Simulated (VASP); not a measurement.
Input of a VASP 6.6.1 run:

Contents of INCAR:

```
SYSTEM = CoSn
ALGO = Fast
EDIFF = 1E-7
ENCUT = 520
GGA = PS
ISIF = 2
ISMEAR = 0
LASPH = .True.
LCHARG = .True.
LELF = .True.
LREAL = .False.
LVHAR = .True.
LWAVE = .False.
NBANDS = 44
NELM = 80
PREC = Accurate
SIGMA = 0.1
```

File KPOINTS:

```
k-points
0
Gamma
  12 12 8
  0 0 0
```

File POSCAR:

```
CoSn
1.0
    5.2197158205      0.0000000000      0.0000000000
   -2.6098579102      4.5204065011      0.0000000000
    0.0000000000      0.0000000000      4.1684718863
Co Sn
3 3
Direct
    0.0000000000      0.5000000000      0.0000000000
    0.5000000000      0.5000000000      0.0000000000
    0.5000000000      0.0000000000      0.0000000000
    0.6666666667      0.3333333333      0.5000000000
    0.3333333333      0.6666666667      0.5000000000
    0.0000000000      0.0000000000      0.0000000000
```

Potentials or basis: VASP PAW PBE potentials, release 64 (Co, Sn_d).

The run is started by

```bash
$ cat potpaw_PBE.64/Co/POTCAR potpaw_PBE.64/Sn_d/POTCAR > POTCAR
$ mpirun -np 1 vasp_std > vasp.out
```

Task: What does it give for the pressure?

Result: -0.1 GPa.

Task: Estimate the band gap on the k mesh.

Result: Zero (an odd number of electrons rules out a gap without spin polarisation).

Stress tensor (GPa, compression positive):
```
-0.05  0.00  0.00
 0.00 -0.05  0.00
 0.00  0.00 -0.15
```

Caveat: the PAW data sets were made with another functional, which shifts forces and pressure a little; spin-orbit coupling is left out, which moves the levels of the heavy elements; the run has no spin polarisation, though such a crystal can be magnetic. Spin polarisation is off, so any magnetic state and its effect on volume and gap are missing.
